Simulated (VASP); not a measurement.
# As: single point with r2SCAN

Crystal: As.

```
As
1.0
     5.06265    0.00000    0.00000
    -2.53132    4.38438    0.00000
     0.00000    0.00000    3.10362
As
3
Direct
  0.00000 0.00000 0.00000
  0.33333 0.66667 0.50000
  0.66667 0.33333 0.50000
```

This isn't the form of As at room conditions, which is rhombohedral.

```yaml
Program: VASP 6.6.1
Task: single point
Functional: r2SCAN
Potentials_or_basis: VASP PAW PBE potentials, release 64 (As)
Cutoff: 520 eV
k_mesh: 6 × 6 × 6
Occupations: gaussian, width 0.1 eV
Spin: no spin polarisation
```

| Quantity | Value |
| --- | --- |
| Pressure | -10.6 GPa |
| Band gap on the k mesh | zero (an odd number of electrons rules out a gap without spin polarisation) |

Stress tensor (GPa, compression positive):
```
 -9.31   0.00   0.00
  0.00  -9.31   0.00
  0.00   0.00 -13.12
```

Levels at points of the mesh, in eV from the Fermi level:
```
           k point  band 3  band 4  band 5  band 6  band 7  band 8  band 9  band 10  band 11  band 12
(0.00, 0.00, 0.00)   -9.37   -3.68   -3.68   -3.29   -3.29    1.41    4.86     4.91     4.94     4.94
(0.50, 0.00, 0.00)  -10.28   -5.41   -1.10   -0.80    1.24    2.00    2.29     2.93     2.95     4.38
(0.00, 0.00, 0.50)   -7.57   -3.63   -2.66   -2.08   -2.08   -1.65   -0.31    -0.31     1.03     1.03
(0.50, 0.00, 0.50)   -9.43   -4.88   -4.28   -2.88   -2.87   -0.74    1.27     2.17     2.48     3.64
```

It took 2.5 min on 1 thread of Intel Xeon 8259CL, on a shared host, peak memory 0.19 GiB.

Caveat: the cell stands under tension; the PAW data sets were made with another functional, which shifts forces and pressure a little.
